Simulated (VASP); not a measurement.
# Ag (P6_3/mmc) in VASP: notebook, part 2 of 2

VASP 6.6.1. Earlier steps stand in the parts before.

## (4) Single point, r2SCAN (strain along c alone, the other axes held: -1.0 %)

File POSCAR:

```
Ag
1.0
    2.9036756676      0.0000000000      0.0000000000
   -1.4518378338      2.5146568925      0.0000000000
    0.0000000000      0.0000000000      4.7000641207
Ag
2
Direct
    0.3333333333      0.6666666667      0.2500000000
    0.6666666667      0.3333333333      0.7500000000
```

File INCAR.step1:

```
PREC     = Accurate       # precision mode
ENCUT    = 520            # plane-wave cutoff, eV
ISMEAR   = 0              # smearing method
SIGMA    = 0.1            # smearing width, eV
LREAL    = F              # projectors in reciprocal space
LASPH    = T              # aspherical terms in the spheres
NELM     = 80             # most SCF steps
NBANDS   = 18             # bands
GGA      = PE             # functional
ALGO     = Normal         # electronic algorithm
EDIFF    = 1E-4           # SCF threshold, eV
LWAVE    = T              # write WAVECAR
LCHARG   = F              # write CHGCAR
```

File INCAR.step2:

```
PREC     = Accurate       # precision mode
ENCUT    = 520            # plane-wave cutoff, eV
EDIFF    = 1E-6           # SCF threshold, eV
ISMEAR   = 0              # smearing method
SIGMA    = 0.1            # smearing width, eV
LREAL    = F              # projectors in reciprocal space
LASPH    = T              # aspherical terms in the spheres
NELM     = 80             # most SCF steps
ALGO     = Normal         # electronic algorithm
ISIF     = 2              # what is computed and relaxed
LWAVE    = F              # write WAVECAR
LCHARG   = T              # write CHGCAR
METAGGA  = R2SCAN         # meta-GGA
LMIXTAU  = T            
LELF     = T              # ELF
LVHAR    = T            
NBANDS   = 18             # bands
ISTART   = 1
```

File KPOINTS:

```
Automatic mesh
0
Gamma
  24 24 12
```

Potentials or basis: VASP PAW PBE potentials, release 64 (Ag).

Started as:

```sh
> cat potpaw_PBE.64/Ag/POTCAR > POTCAR
> cp INCAR.step1 INCAR
> mpirun -np 1 vasp_std > vasp.out
> cp INCAR.step2 INCAR
> mpirun -np 1 vasp_std > vasp.out
```

OUTCAR:

```text
PREC = Accurate
   ENCUT = 520
   EDIFF = 1E-6
   ISMEAR = 0
   LREAL = F
   LASPH = T
   NELM = 80
   ISIF = 2
   METAGGA = R2SCAN
   ISTART = 1

 ion  position               nearest neighbor table
   1  0.333  0.667  0.250-   2 2.89   2 2.89   2 2.89   2 2.89   2 2.89   2 2.89
   2  0.667  0.333  0.750-   1 2.89   1 2.89   1 2.89   1 2.89   1 2.89   1 2.89

  LATTYP: Found a hexagonal cell.
 ALAT       =     2.9036756676
 C/A-ratio  =     1.6186601600

  Lattice vectors:

 A1 = (   2.9036756676,   0.0000000000,   0.0000000000)
 A2 = (  -1.4518378338,   2.5146568925,   0.0000000000)
 A3 = (   0.0000000000,   0.0000000000,   4.7000641207)

Analysis of symmetry for initial positions (statically):
=====================================================================
 Subroutine PRICEL returns:
 Original cell was already a primitive cell.

 Routine SETGRP: Setting up the symmetry group for a
 hexagonal supercell.

 Subroutine GETGRP returns: Found 24 space group operations
 (whereof 12 operations were pure point group operations)
 out of a pool of 24 trial point group operations.
[... 162 lines left out ...]
  free energy    TOTEN  =       -42.70612896 eV

  energy without entropy =      -42.70365923  energy(sigma->0) =      -42.70489409

 E-fermi :   8.4094     XC(G=0): -12.9220

 val. band max:        8.4024888390   @ k =   0.3750   0.1250   0.3333
 cond. band min:       8.4266597509   @ k =   0.4583   0.0417   0.2500
 fundamental gap:      0.0241709119
 Fermi energy:         8.4093725673

 k-point     1 :       0.0000    0.0000    0.0000
  band No.  band energies     occupation
      1       0.4340      2.00000
      2       1.6583      2.00000
      3       3.2607      2.00000
      4       3.3157      2.00000
      5       3.3157      2.00000
      6       3.5641      2.00000
[... 481 lines left out ...]
      5       3.5820      2.00000
      6       3.7846      2.00000
[... 10 lines left out ...]
     17      19.2158      0.00000
     18      24.6798      0.00000

 [... further k-points ...]

------------------------ aborting loop because EDIFF is reached ----------------------------------------

  FORCE on cell =-STRESS in cart. coord.  units (eV):
  Direction    XX          YY          ZZ          XY          YZ          ZX
  --------------------------------------------------------------------------------------
  -------------------------------------------------------------------------------------
  Total        0.1342354      0.1342354      0.4552510      0.0000000      0.0000000      0.0000000
  in kB        6.2668175      6.2668175     21.2535182      0.0000000      0.0000000      0.0000000
  external PRESSURE =      11.2623844 kB  Pullay stress =       0.0000000 kB

 VOLUME and BASIS-vectors are now :
 -----------------------------------------------------------------------------
  energy-cutoff  :      520.00
  volume of cell :       34.32
      direct lattice vectors                 reciprocal lattice vectors
     2.903675668  0.000000000  0.000000000     0.344391080  0.198834283  0.000000000
    -1.451837834  2.514656893  0.000000000     0.000000000  0.397668566  0.000000000
     0.000000000  0.000000000  4.700064121     0.000000000  0.000000000  0.212763055

 POSITION                                       TOTAL-FORCE (eV/Angst)
 -----------------------------------------------------------------------------------
     -0.00000      1.67644      1.17502        -0.000000     -0.000000      0.000000
      1.45184      0.83822      3.52505         0.000000      0.000000      0.000000
 -----------------------------------------------------------------------------------
    total drift:                                0.000000     -0.000000      0.000000

  FREE ENERGIE OF THE ION-ELECTRON SYSTEM (eV)
  ---------------------------------------------------
  free  energy   TOTEN  =       -42.7061289572 eV

  energy  without entropy=      -42.7036592276  energy(sigma->0) =      -42.70489409
```

OUTCAR.step1:

```text
PREC = Accurate
   ENCUT = 520
   ISMEAR = 0
   LREAL = F
   LASPH = T
[... 728 lines left out ...]
 -----------------------------------------------------------------------------------
     -0.00000      1.67644      1.17502         0.000000      0.000000      0.000000
      1.45184      0.83822      3.52505        -0.000000     -0.000000      0.000000
 -----------------------------------------------------------------------------------
    total drift:                                0.000000     -0.000000      0.000000

  FREE ENERGIE OF THE ION-ELECTRON SYSTEM (eV)
  ---------------------------------------------------
  free  energy   TOTEN  =        -5.4113040326 eV

  energy  without entropy=       -5.4086358279  energy(sigma->0) =       -5.40996993
```

OSZICAR.step1:

```text
N       E                     dE             d eps       ncg     rms          rms(c)
DAV:   1     0.125549898554E+03    0.12555E+03   -0.11793E+04 15396   0.122E+03
DAV:   2    -0.386343190300E+01   -0.12941E+03   -0.12303E+03 15924   0.268E+02
DAV:   3    -0.590722976054E+01   -0.20438E+01   -0.20371E+01 17584   0.380E+01
DAV:   4    -0.591339435980E+01   -0.61646E-02   -0.61641E-02 16978   0.206E+00
DAV:   5    -0.591344448423E+01   -0.50124E-04   -0.50124E-04 16842   0.198E-01    0.728E+00
DAV:   6    -0.543286402609E+01    0.48058E+00   -0.11623E+00 15956   0.116E+01    0.473E+00
DAV:   7    -0.541678706583E+01    0.16077E-01   -0.16298E-02 16722   0.123E+00    0.263E+00
DAV:   8    -0.541129281906E+01    0.54942E-02   -0.12090E-03 16032   0.270E-01    0.122E-01
DAV:   9    -0.541130403261E+01   -0.11214E-04   -0.13635E-05  9638   0.291E-02
   1 F= -.54113040E+01 E0= -.54099699E+01  d E =-.266820E-02
```

Run time: 8.6 min. Hardware: 1 thread of AMD EPYC 9R45 (Zen 5), shared host; peak memory 0.31 GiB.

Results:

```
Free energy            : -42.7061 eV
Pressure               : 1.1 GPa
Band gap on the k mesh : zero (bands 11 and 12 overlap by 7.92 eV)
```

Stress tensor (GPa, compression positive):
```
0.63 0.00 0.00
0.00 0.63 0.00
0.00 0.00 2.13
```

Levels at points of the mesh, in eV from the Fermi level:
| k point | band 7 | band 8 | band 9 | band 10 | band 11 | band 12 | band 13 | band 14 | band 15 | band 16 |
| --- | --- | --- | --- | --- | --- | --- | --- | --- | --- | --- |
| (0.00, 0.00, 0.00) | -4.85 | -4.54 | -4.54 | -3.48 | -3.48 | -0.31 | 3.72 | 16.14 | 18.37 | 18.44 |
| (0.50, 0.00, 0.00) | -4.15 | -3.37 | -3.27 | -3.22 | 0.03 | 1.47 | 7.16 | 7.39 | 9.71 | 10.70 |
| (0.00, 0.00, 0.50) | -4.80 | -4.80 | -3.80 | -3.80 | -3.80 | -3.80 | 11.64 | 11.64 | 16.51 | 16.51 |
| (0.50, 0.00, 0.50) | -3.51 | -3.51 | -3.28 | -3.28 | 0.78 | 0.78 | 4.62 | 4.62 | 13.99 | 13.99 |

Caveat: the cell differs from its parent crystal (strain along c alone, the other axes held: -1.0 %); the PAW data sets were made with another functional, which shifts forces and pressure a little.

## (5) Overview

| cell | gap on the mesh (eV) | pressure (GPa) |
| --- | --- | --- |
| a = 2.904, b = 2.904, c = 4.605 Å, angles 90.0, 90.0, 120.0°, 2 atoms | none | 3.6 |
| a = 2.904, b = 2.904, c = 4.653 Å, angles 90.0, 90.0, 120.0°, 2 atoms | none | 2.3 |
| a = 2.904, b = 2.904, c = 4.700 Å, angles 90.0, 90.0, 120.0°, 2 atoms | none | 1.1 |

Alike in all rows: task single point; level r2SCAN; potentials or basis VASP PAW PBE potentials, release 64 (Ag); no spin polarisation; k mesh 24 × 24 × 12; cutoff (eV) 520; smearing gaussian 0.1 eV.

Caveats: the PAW data sets were made with another functional, which shifts forces and pressure a little; the cell stands under pressure (at least some runs).

Total energies depend on the potentials used, so only differences within one code and one set of settings carry meaning.

The gap in the log of VASP goes by the Fermi energy; the results here count the filled bands.